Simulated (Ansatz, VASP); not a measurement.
# Ge: VASP beside Ansatz

```xyz
4
Lattice="4.1232 -3.0125 0.0000 4.1232 3.0125 0.0000 0.0000 0.0000 3.8222" Properties=species:S:1:pos:R:3 pbc="T T T"
Ge    2.2428   -0.9345    0.9556
Ge    6.0035    0.9345    2.8667
Ge    6.0035   -0.9345    0.9556
Ge    2.2428    0.9345    2.8667
```

Alike in both runs: task relaxation of cell and atoms; functional PBE; k mesh 4 × 4 × 4; occupations gaussian, width 0.1 eV; no spin polarisation.

|  | VASP | Ansatz |
| --- | --- | --- |
| version | VASP 6.6.1 | Ansatz 0.2.0 |
| potentials or method | VASP PAW PBE potentials, release 64 (Ge_d), cutoff 600 eV | scalar-relativistic, plane waves, PAW |
| valence electrons in the cell | 56 | 56 |

|  | VASP | Ansatz | Ansatz less VASP |
| --- | --- | --- | --- |
| gap on the k mesh at the Fermi level, each at its own relaxed structure (eV) | none | none | - |
| relaxed volume (Å³/atom) | 19.46 | 22.85 | +3.390 |
| relaxed cell length with the largest relative difference (Å) | 4.079 | 5.025 | +0.9461 |

A gap of «none» marks a metal or a gap that the smearing closes. One of these differences is far larger than is usual between the two programs; its cause wasn't traced.

The k mesh is coarse, so the values compare programs but aren't converged. Noted on VASP's run: the volume moved by over 15 % at a fixed basis, so the end points are rough.
